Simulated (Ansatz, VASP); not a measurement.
## CuSi: VASP beside Ansatz

The input INCAR:

```
SYSTEM = CuSi
PREC = Accurate ; ENCUT = 600
EDIFF = 1E-6 ; ISMEAR = 0
SIGMA = 0.1 ; LREAL = .False.
LASPH = .True. ; NELM = 100
ALGO = Normal ; ISIF = 3
LWAVE = .False. ; LCHARG = .False.
GGA = PE ; IBRION = 2
NSW = 90 ; EDIFFG = -0.04
```

KPOINTS

```
regular mesh
0
Gamma
  6 6 4
  0 0 0
```

The input POSCAR:

```
CuSi
1.0
    2.7949143600      0.0000000000      0.0000000000
   -1.3974571800      2.4204668400      0.0000000000
    0.0000000000      0.0000000000      4.5640951500
Si Cu
1 1
Direct
    0.3333333300      0.6666666700      0.0000000000
    0.6666666700      0.3333333300      0.5000000000
```

Input for Ansatz:

```yaml
crystal:
  lattice:
    - [2.79491436, 0.0, 0.0]
    - [-1.39745718, 2.42046684, 0.0]
    - [0.0, 0.0, 4.56409515]
  atoms:
    - { symbol: Si, position: [0.33333333, 0.66666667, 0.0] }
    - { symbol: Cu, position: [0.66666667, 0.33333333, 0.5] }
basis:
  ecutwfc: 420
kpoints:
  mp_grid: { grid: [6, 6, 4] }
hamiltonian:
  xc: pbe
scf:
  occupations: { method: gaussian, width: 0.1 }
  lower_state_search: "off"
output:
  forces: true
  stress: true
  eigenvalues: true
relax:
  adjacent_minimum: "off"
  f_tol: 0.04
  max_steps: 70
  cell: { stress_tol: 0.4 }
```

Alike in both runs: task relaxation of cell and atoms; functional PBE; k mesh 6 × 6 × 4; occupations gaussian, width 0.1 eV; no spin polarisation.

|  | VASP | Ansatz |
| --- | --- | --- |
| version | VASP 6.6.1 | Ansatz 0.2.0 |
| potentials or method | VASP PAW PBE potentials, release 64 (Si, Cu), cutoff 600 eV | scalar-relativistic, plane waves, PAW |
| valence electrons in the cell | 15 | 23 |

Ansatz gave:

| Quantity | Value |
| --- | --- |
| gap on the k mesh at the Fermi level, each at its own relaxed structure (eV) | none |
| relaxed volume (Å³/atom) | 12.98 |
| relaxed cell length with the largest relative difference (Å) | 4.303 |

Task: What did VASP give for the same quantities?

Result: gap on the k mesh at the Fermi level, each at its own relaxed structure (eV): none; relaxed volume (Å³/atom): 13.00; relaxed cell length with the largest relative difference (Å): 4.275.

A gap of «none» marks a metal or a gap that the smearing closes. VASP's potentials hold 15 valence electrons a cell and Ansatz's 23, so a difference there can come from the potentials and not from the codes.

The k mesh is coarse, so the values compare programs but aren't converged. Noted on VASP's run: the volume moved by over 15 % at a fixed basis, so the end points are rough.
